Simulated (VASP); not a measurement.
# Cu12H in VASP: single point with PBE+D3(BJ)

Aim: the single point of Cu12H with PBE+D3(BJ).

Everything below comes from runs of VASP 6.6.1. Logs are shortened: lines on timing, memory, paths and dates and some standing lists are left out, and cuts for length are marked.

**1. The cell of the first run**

The cell holds a slab with vacuum, 13 atoms: a = 5.038 Å, b = 5.038 Å, c = 20.662 Å, α = 90.00°, β = 90.00°, γ = 90.00°.

**2. Single point, PBE+D3(BJ)**

Contents of INCAR:

```
PREC = Accurate
ENCUT = 520
EDIFF = 1E-6
ISMEAR = 0
SIGMA = 0.1
LREAL = F
LASPH = T
NELM = 100
ALGO = Normal
ISIF = 2
LWAVE = F
LCHARG = F
LDIPOL = T
IDIPOL = 3
DIPOL = 0.5 0.5 0.297
GGA = PE
IVDW = 12
NBANDS = 78
```

Contents of KPOINTS:

```
Automatic mesh
0
Gamma
  5 5 1
```

Contents of POSCAR:

```
Cu12H
1.0
    5.0378287988      0.0000000000      0.0000000000
    0.0000000000      5.0378287988      0.0000000000
    0.0000000000      0.0000000000     20.6622829064
Cu H
12 1
Direct
    0.2500000000      0.2500000000      0.1935894508
    0.2500000000      0.7500000000      0.1935894508
    0.7500000000      0.2500000000      0.1935894508
    0.7500000000      0.7500000000      0.1935894508
    0.0000000000      0.0000000000      0.2797919997
    0.0000000000      0.5000000000      0.2797919997
    0.5000000000      0.0000000000      0.2797919997
    0.5000000000      0.5000000000      0.2797919997
    0.2500000000      0.2500000000      0.3659945486
    0.2500000000      0.7500000000      0.3659945486
    0.7500000000      0.2500000000      0.3659945486
    0.7500000000      0.7500000000      0.3659945486
    0.3333333333      0.3333333333      0.5015071642
```

Potentials or basis: VASP PAW PBE potentials, release 64 (Cu, H).

Command:

```bash
$ cat potpaw_PBE.64/Cu/POTCAR potpaw_PBE.64/H/POTCAR > POTCAR
$ mpirun -np 1 vasp_std > vasp.out
```

OUTCAR:

```text
PREC = Accurate
   ENCUT = 520
   EDIFF = 1E-6
   ISMEAR = 0
   LREAL = F
   LASPH = T
   NELM = 100
   ISIF = 2
   GGA = PE
   IVDW = 12
 IVDW          = 12

 ion  position               nearest neighbor table
   1  0.250  0.250  0.194-   5 2.52   6 2.52   7 2.52   8 2.52   2 2.52   3 2.52   2 2.52   3 2.52

   2  0.250  0.750  0.194-   5 2.52   6 2.52   7 2.52   8 2.52   1 2.52   4 2.52   1 2.52   4 2.52

   3  0.750  0.250  0.194-   5 2.52   6 2.52   7 2.52   8 2.52   1 2.52   4 2.52   4 2.52   1 2.52
[... 15 lines left out ...]
  11  0.750  0.250  0.366-   5 2.52   6 2.52   7 2.52   8 2.52   9 2.52  12 2.52  12 2.52   9 2.52

  12  0.750  0.750  0.366-   5 2.52   6 2.52   7 2.52   8 2.52  10 2.52  11 2.52  11 2.52  10 2.52

  13  0.333  0.333  0.502-

  LATTYP: Found a simple tetragonal cell.
 ALAT       =     5.0378287988
 C/A-ratio  =     4.1014261762

  Lattice vectors:

 A1 = (   5.0378287988,   0.0000000000,   0.0000000000)
 A2 = (   0.0000000000,   5.0378287988,   0.0000000000)
 A3 = (   0.0000000000,   0.0000000000,  20.6622829064)

Analysis of symmetry for initial positions (statically):
=====================================================================
 Subroutine PRICEL returns:
 Original cell was already a primitive cell.

 Routine SETGRP: Setting up the symmetry group for a
 simple tetragonal supercell.

 Subroutine GETGRP returns: Found  2 space group operations
 (whereof  2 operations were pure point group operations)
 out of a pool of 16 trial point group operations.

The static configuration has the point symmetry C_1h.

Analysis of symmetry for dynamics (positions and initial velocities):
=====================================================================
 Subroutine PRICEL returns:
 Original cell was already a primitive cell.

 Routine SETGRP: Setting up the symmetry group for a
 simple tetragonal supercell.

 Subroutine GETGRP returns: Found  2 space group operations
 (whereof  2 operations were pure point group operations)
 out of a pool of 16 trial point group operations.

The dynamic configuration has the point symmetry C_1h.

 Subroutine INISYM returns: Found  2 space group operations
 (whereof  2 operations are pure point group operations),
 and found     1 'primitive' translations

----------------------------------------------------------------------------------------

                                     Primitive cell

  volume of cell :     524.4029

  direct lattice vectors                    reciprocal lattice vectors
     5.037828799  0.000000000  0.000000000     0.198498210  0.000000000  0.000000000
     0.000000000  5.037828799  0.000000000     0.000000000  0.198498210  0.000000000
     0.000000000  0.000000000 20.662282906     0.000000000  0.000000000  0.048397363

  length of vectors
     5.037828799  5.037828799 20.662282906     0.198498210  0.198498210  0.048397363

  position of ions in fractional coordinates (direct lattice)
     0.250000000  0.250000000  0.193589451
     0.250000000  0.750000000  0.193589451
     0.750000000  0.250000000  0.193589451
     0.750000000  0.750000000  0.193589451
     0.000000000  0.000000000  0.279792000
     0.000000000  0.500000000  0.279792000
     0.500000000  0.000000000  0.279792000
     0.500000000  0.500000000  0.279792000
     0.250000000  0.250000000  0.365994549
     0.250000000  0.750000000  0.365994549
     0.750000000  0.250000000  0.365994549
     0.750000000  0.750000000  0.365994549
     0.333333333  0.333333333  0.501507164

  ion indices of the primitive-cell ions
   primitive index   ion index
                 1           1
                 2           2
                 3           3
                 4           4
                 5           5
                 6           6
                 7           7
                 8           8
                 9           9
                10          10
                11          11
                12          12
                13          13

----------------------------------------------------------------------------------------

 KPOINTS: Automatic mesh

Automatic generation of k-mesh.
 Grid dimensions read from file:
 generate k-points for:    5    5    1

 Generating k-lattice:

  Cartesian coordinates                     Fractional coordinates (reciprocal lattice)
     0.039699642  0.000000000  0.000000000     0.200000000  0.000000000  0.000000000
     0.000000000  0.039699642  0.000000000     0.000000000  0.200000000  0.000000000
     0.000000000  0.000000000  0.048397363     0.000000000  0.000000000  1.000000000

  Length of vectors
     0.039699642  0.039699642  0.048397363

  Shift w.r.t. Gamma in fractional coordinates (k-lattice)
     0.000000000  0.000000000  0.000000000

 Subroutine IBZKPT returns following result:
 ===========================================

 Found      9 irreducible k-points:

 Following reciprocal coordinates:
            Coordinates               Weight
  0.000000  0.000000  0.000000      1.000000
  0.200000  0.000000  0.000000      4.000000
  0.400000  0.000000  0.000000      4.000000
  0.200000  0.200000  0.000000      2.000000
 -0.200000  0.200000  0.000000      2.000000
  0.400000  0.200000  0.000000      4.000000
 -0.200000  0.400000  0.000000      4.000000
  0.400000  0.400000  0.000000      2.000000
 -0.400000  0.400000  0.000000      2.000000
   k-points           NKPTS =      9   k-points in BZ     NKDIM =      9   number of bands    NBANDS=     78
   number of dos      NEDOS =    301   number of ions     NIONS =     13
   total plane-waves  NPLWV = 256000
   dimension x,y,z NGX =    40 NGY =   40 NGZ =  160
   dimension x,y,z NGXF=    80 NGYF=   80 NGZF=  320
   ions per type =              12   1
   NGX,Y,Z   is equivalent  to a cutoff of  13.20, 13.20, 12.87 a.u.
   NGXF,Y,Z  is equivalent  to a cutoff of  26.40, 26.40, 25.75 a.u.
 SYSTEM =  unknown system
   PREC   = accura    normal or accurate (medium, high low for compatibility)
   ISTART =      0    job   : 0-new  1-cont  2-samecut
   ICHARG =      2    charge: 1-file 2-atom 10-const
   ISPIN  =      1    spin polarized calculation?
   LNONCOLLINEAR =      F non collinear calculations
   LSORBIT =      F    spin-orbit coupling
   LASPH  =      T    aspherical Exc in radial PAW
   ENCUT  =  520.0 eV  38.22 Ry    6.18 a.u.   9.37  9.37 38.42*2*pi/ulx,y,z
   NELM   =    100;   NELMIN=  2; NELMDL= -5     # of ELM steps
   EDIFF  = 0.1E-05   stopping-criterion for ELM
   LREAL  =      F    real-space projection
   EDIFFG = 0.1E-04   stopping-criterion for IOM
   NSW    =      0    number of steps for IOM
   IBRION =     -1    ionic relax: 0-MD 1-quasi-New 2-CG
   NFREE  =      0    steps in history (QN), initial steepest desc. (CG)
   ISIF   =      2    stress and relaxation
   ISYM   =      2    0-nonsym 1-usesym 2-fastsym
   POTIM  = 0.5000    time-step for ionic-motion
   TEBEG  =    0.0;   TEEND  =   0.0 temperature during run
   PSTRESS=    0.0 pullay stress
   NELECT =     133.0000    total number of electrons
   NUPDOWN=      -1.0000    fix difference up-down
   EMIN   =  10.00;   EMAX   =-10.00  energy-range for DOS
   EFERMI =   0.00;   METHOD = LEGACY
   ISMEAR =     0;   SIGMA  =   0.10  broadening in eV -4-tet -1-fermi 0-gaus
   EFERMI_NEDOS =   21; number of points for ismear=-14 and -15
   IALGO  =     38    algorithm
   IMIX   =      4    mixing-type and parameters
     AMIX     =   0.40;   BMIX     =  1.00
     AMIX_MAG =   1.60;   BMIX_MAG =  1.00
  volume/ion in A,a.u.               =      40.34       272.22
  Fermi-wavevector in a.u.,A,eV,Ry     =   1.036264  1.958255 14.610517  1.073843
  Thomas-Fermi vector in A             =   2.170646
   LORBIT       =      0    0 simple, 1 ext, 2 COOP (PROOUT), +10 PAW based schemes
   GGA     = PE    functional components
   LHFCALC =     F    Hartree Fock is set to
   AEXX    =    0.0000 exact exchange contribution
   IVDW    =    12    specifies the selected vdW correction
   LEPSILON=     F    determine dielectric tensor
   LRPA    =     F    only Hartree local field effects (RPA)
 non-spin polarized calculation
 Gauss-broadening in eV      SIGMA  =   0.10
  energy-cutoff  :      520.00
  volume of cell :      524.40
 maximum number of plane-waves:     14177
 NGX is ok and might be reduce to    40
   NGX = 19   NGY = 19   NGZ = 77

 dipolmoment           0.000000      0.000000     -0.158412 electrons x Angstroem

 number of electron     132.9999975 magnetization

 dipolmoment           0.000000      0.000000      0.230570 electrons x Angstroem

 Free energy of the ion-electron system (eV)
  ---------------------------------------------------
  ext. energy  EPLUGINS =         0.00000000
  ---------------------------------------------------
  free energy    TOTEN  =       -41.09634859 eV

  energy without entropy =      -41.07669258  energy(sigma->0) =      -41.08652059

 E-fermi :  -1.7276     XC(G=0):  -4.5530

 val. band max:       -1.7539868297   @ k =  -0.4000   0.4000   0.0000
 cond. band min:      -1.6950977060   @ k =   0.0000   0.0000   0.0000
 fundamental gap:      0.0588891237
 Fermi energy:        -1.7276028616

 k-point     1 :       0.0000    0.0000    0.0000
  band No.  band energies     occupation
      1     -10.3253      2.00000
      2      -7.7526      2.00000
      3      -6.7209      2.00000
      4      -6.7205      2.00000
      5      -6.5572      2.00000
      6      -6.4773      2.00000
[... 718 lines left out ...]
     77       4.4419      0.00000
     78       4.4681      0.00000

------------------------ aborting loop because EDIFF is reached ----------------------------------------

 vacuum level on the upper side and lower side of the slab       (xc-potential included)         0.648        -0.943

 Edisp (eV)   -4.44619

 E8    (eV) :    -1.9996

  FORCE on cell =-STRESS in cart. coord.  units (eV):
  Direction    XX          YY          ZZ          XY          YZ          ZX
  --------------------------------------------------------------------------------------
  -------------------------------------------------------------------------------------
  Total      -4.99997    -4.99997    -2.86688    -0.00476    -0.10771    -0.10771
  in kB     -15.27612   -15.27612    -8.75899    -0.01453    -0.32909    -0.32909
  external pressure =      -13.10 kB  Pullay stress =        0.00 kB

 VOLUME and BASIS-vectors are now :
 -----------------------------------------------------------------------------
  energy-cutoff  :      520.00
  volume of cell :      524.40
      direct lattice vectors                 reciprocal lattice vectors
     5.037828799  0.000000000  0.000000000     0.198498210  0.000000000  0.000000000
     0.000000000  5.037828799  0.000000000     0.000000000  0.198498210  0.000000000
     0.000000000  0.000000000 20.662282906     0.000000000  0.000000000  0.048397363

 POSITION                                       TOTAL-FORCE (eV/Angst)
 -----------------------------------------------------------------------------------
      1.25946      1.25946      4.00000         0.014834      0.014834     -0.026891
      1.25946      3.77837      4.00000         0.015400     -0.014042     -0.037944
      3.77837      1.25946      4.00000        -0.014042      0.015400     -0.037944
      3.77837      3.77837      4.00000        -0.014571     -0.014571     -0.048423
      0.00000      0.00000      5.78114         0.032340      0.032340      0.041704
      0.00000      2.51891      5.78114         0.004531     -0.030720     -0.011541
      2.51891      0.00000      5.78114        -0.030720      0.004531     -0.011541
      2.51891      2.51891      5.78114        -0.004327     -0.004327     -0.044315
      1.25946      1.25946      7.56228         0.092001      0.092001      0.829751
      1.25946      3.77837      7.56228         0.005851     -0.064045      0.241586
      3.77837      1.25946      7.56228        -0.064045      0.005851      0.241586
      3.77837      3.77837      7.56228        -0.002147     -0.002147      0.055440
      1.67928      1.67928     10.36228        -0.035106     -0.035106     -1.191465
 -----------------------------------------------------------------------------------
    total drift:                                0.000033      0.000033     -0.000576

  FREE ENERGIE OF THE ION-ELECTRON SYSTEM (eV)
  ---------------------------------------------------
  free  energy   TOTEN  =       -45.5425362051 eV

  energy  without entropy=      -45.5228802003  energy(sigma->0) =      -45.53270820

 vacuum level on the upper side and lower side of the slab         4.300         2.666
```

Wall time 29 min (1 thread of Intel Xeon 8259CL, shared host); peak memory 0.69 GiB.

What came out:

- Free energy: -45.5425 eV
- Largest force: 1.192 eV/Å
- Band gap on the k mesh: zero (an odd number of electrons rules out a gap without spin polarisation)
- Dispersion energy per atom: -0.342 eV

Forces on the atoms (eV/Å):
```
Cu   0.015  0.015 -0.027
Cu   0.015 -0.014 -0.038
Cu  -0.014  0.015 -0.038
Cu  -0.015 -0.015 -0.048
Cu   0.032  0.032  0.042
Cu   0.005 -0.031 -0.012
Cu  -0.031  0.005 -0.012
Cu  -0.004 -0.004 -0.044
Cu   0.092  0.092  0.830
Cu   0.006 -0.064  0.242
Cu  -0.064  0.006  0.242
Cu  -0.002 -0.002  0.055
H   -0.035 -0.035 -1.191
```

Levels at points of the mesh, in eV from the Fermi level:
```
           k point  band 64  band 65  band 66  band 67  band 68  band 69  band 70  band 71
(0.00, 0.00, 0.00)    -0.15    -0.13    -0.09    -0.05    -0.03     0.03     0.13     1.71
```

The gap in the log of VASP goes by the Fermi energy; the results here count the filled bands.